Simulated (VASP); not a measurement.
Si14PO32 (a cell with a defect): single point with PBE

The system is Si14PO32 (a cell with a defect).

```
Si O P
1.0
     0.05431    6.18550    6.19233
     0.05431   -6.18550    6.19233
     7.14000    0.00000    0.00000
Si O P
14 32 1
Cartesian
  4.4508 -4.2578 6.8357
  0.6093 1.5332 2.8060
  6.1901 -1.8670 5.6748
  2.9210 -1.7295 3.4784
  3.5733 1.2256 3.4481
  5.4089 1.1596 5.8911
  7.0601 -1.3205 2.8373
  5.6093 5.2765 6.4691
  1.1993 1.7070 6.4885
  4.3577 1.7450 8.7854
  2.8066 4.3048 5.6351
  1.7149 -5.2542 6.0810
  3.5729 -1.0241 8.9273
  1.9819 -1.2921 6.3919
  2.1259 2.9356 6.1037
  -0.0379 3.0056 3.2386
  0.6657 -4.8691 4.8456
  2.8919 -1.7321 7.6509
  6.9302 1.7580 5.6771
  1.9600 1.4553 3.7179
  4.2385 4.4557 6.3616
  1.5007 -1.6417 2.7045
  3.9901 2.1543 2.1946
  1.0171 -4.6653 7.4162
  6.4120 -2.1332 4.0794
  2.6620 -1.8940 5.0615
  6.7958 0.2765 3.1776
  5.4206 -5.5530 6.8321
  3.7578 -0.3680 3.1295
  5.4277 -0.4523 5.9437
  5.2497 -3.0099 6.2648
  3.7638 -2.9995 2.9841
  4.4431 1.6927 4.7171
  6.5172 4.5096 7.5541
  3.1616 -4.5695 5.8847
  5.5761 1.2762 9.8479
  0.4663 -1.8618 6.4812
  5.2696 -1.0595 8.9129
  0.6973 1.9262 8.1025
  4.9283 1.7938 7.2915
  3.0799 -1.8237 10.2330
  6.3142 5.3518 4.9447
  3.2318 0.5720 8.9548
  1.9959 0.3310 6.3091
  0.4836 -0.1020 9.0327
  1.8476 5.5138 6.1536
  -0.8923 -0.1330 9.7571
```

```yaml
Program: VASP 6.6.1
Task: single point
Functional: PBE
Potentials_or_basis: VASP PAW PBE potentials, release 64 (Si, O, P)
Cutoff: 520 eV
k_mesh: 1 × 1 × 2
Occupations: gaussian, width 0.05 eV
Spin: collinear spin
Dipole_correction: no
Charge: 2
Further_INCAR_settings: LREAL = Auto; ALGO = Normal; EDIFF = 1e-06; NBANDS = 160; NELECT = 251.0
```

| Property | Result |
| --- | --- |
| Largest force | 0.670 eV/Å |
| Net moment | 0.38 μB per cell |
| Site moments | Si -0.00, +0.01, +0.00, -0.01 (each value once); O +0.04, -0.82, +0.80, -0.00, -0.12, -0.08, +0.03, -0.01, -0.02, -0.04, +0.01, +0.00, +0.02, +0.08, +0.05, +0.40, +0.06 (each value once); P -0.01 μB |
| Valence electrons inside the program's atomic spheres | Si 1.64, 1.63, 1.61, 1.62, 1.65, 1.60 (each value once); O 5.27, 4.83, 4.86, 5.24, 5.19, 5.25, 5.23, 5.22, 5.21, 5.26, 5.28, 5.20, 5.18, 4.80, 4.94 (each value once); P 2.34 |

Forces in eV/Å, atoms in the order of the input:
```
Si   0.256  0.094 -0.056
Si   0.222  0.069  0.052
Si  -0.115  0.141  0.089
Si   0.005 -0.069 -0.087
Si  -0.019 -0.009 -0.018
Si   0.091  0.158  0.087
Si  -0.053 -0.010 -0.112
Si  -0.079 -0.159 -0.150
Si  -0.386  0.015  0.547
Si  -0.291  0.165  0.038
Si  -0.068  0.045  0.102
Si   0.025  0.123  0.083
Si  -0.066 -0.121 -0.006
Si  -0.042  0.129  0.006
O    0.121  0.151  0.069
O   -0.125  0.058  0.025
O    0.158  0.207 -0.191
O    0.096 -0.021  0.040
O   -0.094  0.099 -0.271
O    0.090  0.016 -0.096
O    0.001 -0.027 -0.053
O    0.053  0.004  0.026
O    0.098 -0.073  0.001
O    0.014 -0.005 -0.001
O   -0.021  0.032 -0.008
O    0.118  0.126  0.045
O    0.088 -0.130 -0.102
O    0.023  0.100  0.050
O    0.064  0.000  0.032
O    0.027 -0.087 -0.071
O    0.013 -0.048  0.028
O    0.024  0.019  0.057
O   -0.024  0.072  0.062
O    0.052  0.008  0.084
O    0.060 -0.039 -0.084
O    0.015 -0.360  0.023
O    0.059 -0.070 -0.012
O    0.068  0.189  0.123
O    0.133 -0.406 -0.025
O   -0.088 -0.239 -0.012
O   -0.181  0.018 -0.055
O    0.115 -0.111 -0.006
O    0.011  0.085  0.166
O    0.027 -0.062 -0.082
O   -0.056  0.274  0.151
O   -0.106  0.086 -0.133
P   -0.313 -0.438 -0.355
```

Levels at points of the mesh, in eV from the Fermi level:
Spin up:
```csv
k point,band 124,band 125,band 126,band 127,band 128,band 129
"(0.00, 0.00, 0.00)",-0.19,-0.10,0.00,0.25,0.58,5.89
"(0.00, 0.00, 0.50)",-0.20,-0.13,-0.04,0.27,0.58,6.90
```
Spin down:
```
           k point  band 121  band 122  band 123  band 124  band 125  band 126  band 127  band 128  band 129  band 130
(0.00, 0.00, 0.00)     -0.32     -0.27     -0.23     -0.20     -0.09      0.00      0.56      0.72      5.89      7.82
(0.00, 0.00, 0.50)     -0.34     -0.32     -0.31     -0.21     -0.19      0.04      0.55      0.72      6.92      7.13
```

Wall time 96 min on 1 thread of Intel Xeon 8259CL (shared host), peak memory 0.94 GiB.

Caveat: the k points lie up to 0.72 Å⁻¹ apart; the cell carries a net charge on a neutralising background, which shifts energy and pressure; the cell is charged against a uniform background, so pressure and absolute levels hang on convention.
